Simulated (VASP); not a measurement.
Ir, 2 atoms in the cell. The structure is hexagonal, space group P6_3/mmc (No. 194). The conventional cell has a = 2.642 Å, b = 2.642 Å, c = 4.532 Å, α = 90.00°, β = 90.00°, γ = 120.00°. Within 3.5 Å of Ir (site symmetry -6m2) lie 12 Ir at 2.64 to 2.73 Å. 

| Quantity | Value |
| --- | --- |
| Program | VASP 6.6.1 |
| Task | single point |
| Functional | LDA |
| Potentials or basis | VASP PAW LDA potentials, release 64 (Ir) |
| Cutoff | 500 eV |
| k mesh | 18 × 18 × 10 |
| Occupations | gaussian, width 0.15 eV |
| Spin | no spin polarisation |
| Dipole correction | no |
| Further INCAR settings | ALGO = Normal; EDIFF = 1e-06; NBANDS = 16 |

Potentials or basis: VASP PAW LDA potentials, release 64 (Ir).

Launch:

```bash
$ cat potpaw_LDA.64/Ir/POTCAR > POTCAR
$ mpirun -np 1 vasp_std > vasp.out
```

Hardware: 1 thread of Intel(R) Xeon(R) Platinum 8488C (Sapphire Rapids), on a shared host.

Task: How long does it take, and how much memory?

Result: Run time: 48 s on 1 thread of Intel(R) Xeon(R) Platinum 8488C (Sapphire Rapids), with other jobs on the host, peak memory 0.19 GiB. Counts: scf iterations 12, k points 222.
